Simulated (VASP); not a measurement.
Wanted: the native input for a VASP 6.6.1 run.

| Item | Value |
| --- | --- |
| Task | single point |
| Functional | LDA |
| Potentials or basis | VASP PAW LDA potentials, release 64 (Hf_pv) |
| Cutoff | 520 eV |
| k mesh | 14 × 14 × 14 |
| Occupations | gaussian, width 0.05 eV |
| Spin | no spin polarisation |
| Dipole correction | no |
| Further INCAR settings | ALGO = Normal; EDIFF = 1e-07; NBANDS = 11 |

The structure of Hf lies in POSCAR:

```
Hf
1.0
   -1.8050000000      1.8050000000      1.8050000000
    1.8050000000     -1.8050000000      1.8050000000
    1.8050000000      1.8050000000     -1.8050000000
Hf
1
Direct
    0.0000000000      0.0000000000      0.0000000000
```

These files were run (other wordings do the same):

INCAR

```
PREC     = Accurate       # precision mode
ENCUT    = 520            # plane-wave cutoff, eV
EDIFF    = 1E-7           # SCF threshold, eV
ISMEAR   = 0              # smearing method
SIGMA    = 0.05           # smearing width, eV
LREAL    = False          # projectors in reciprocal space
LASPH    = True           # aspherical terms in the spheres
NELM     = 80             # most SCF steps
ALGO     = Normal         # electronic algorithm
ISIF     = 2              # what is computed and relaxed
LWAVE    = False          # write WAVECAR
LCHARG   = False          # write CHGCAR
NBANDS   = 11             # bands
```

KPOINTS

```
Automatic mesh
0
Gamma
  14 14 14
```

Potentials or basis: VASP PAW LDA potentials, release 64 (Hf_pv).

Launch:

```sh
$ cat potpaw_LDA.64/Hf_pv/POTCAR > POTCAR
$ mpirun -np 1 vasp_std > vasp.out
```

It gave:

* Pressure: -12.9 GPa
* Band gap on the k mesh: zero (band 5 reaches 5.51 eV, above the bottom of band 6 at 3.40 eV)

Caveat: spin-orbit coupling is left out, which moves the levels of the heavy elements.

Run time: 8.1 s on 1 thread of Intel(R) Xeon(R) 6975P-C (Granite Rapids) (shared host), peak memory 0.14 GiB.
